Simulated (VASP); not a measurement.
# Rh: single point with r2SCAN

Crystal: Rh.

```
Rh
1.0
     0.00000    1.89776    1.89776
     1.89776    0.00000    1.89776
     1.89776    1.89776    0.00000
Rh
1
Cartesian
  0.0000 0.0000 0.0000
```

| Item | Value |
| --- | --- |
| Program | VASP 6.6.1 |
| Task | single point |
| Functional | r2SCAN |
| Potentials or basis | VASP PAW PBE potentials, release 64 (Rh_pv) |
| Cutoff | 520 eV |
| k mesh | 24 × 24 × 24 |
| Occupations | fermi-dirac, width 0.05 eV |
| Spin | no spin polarisation |

```yaml
Pressure: 2.2 GPa
```

Levels at points of the mesh, in eV from the Fermi level:
| k point | band 4 | band 5 | band 6 | band 7 | band 8 | band 9 | band 10 | band 11 |
| --- | --- | --- | --- | --- | --- | --- | --- | --- |
| (0.00, 0.00, 0.00) | -8.22 | -3.20 | -3.20 | -3.20 | -1.08 | -1.08 | 16.72 | 17.38 |
| (0.50, 0.00, 0.00) | -6.38 | -3.31 | -3.31 | 0.60 | 0.60 | 0.90 | 9.15 | 16.27 |
| (0.50, 0.50, 0.00) | -6.60 | -6.23 | 0.52 | 1.06 | 1.06 | 3.50 | 12.95 | 14.05 |

Run time: 89 s on 1 thread of Intel(R) Xeon(R) 6975P-C (Granite Rapids) (shared host), peak memory 0.18 GiB.

Caveat: the PAW data sets were made with another functional, which shifts forces and pressure a little.
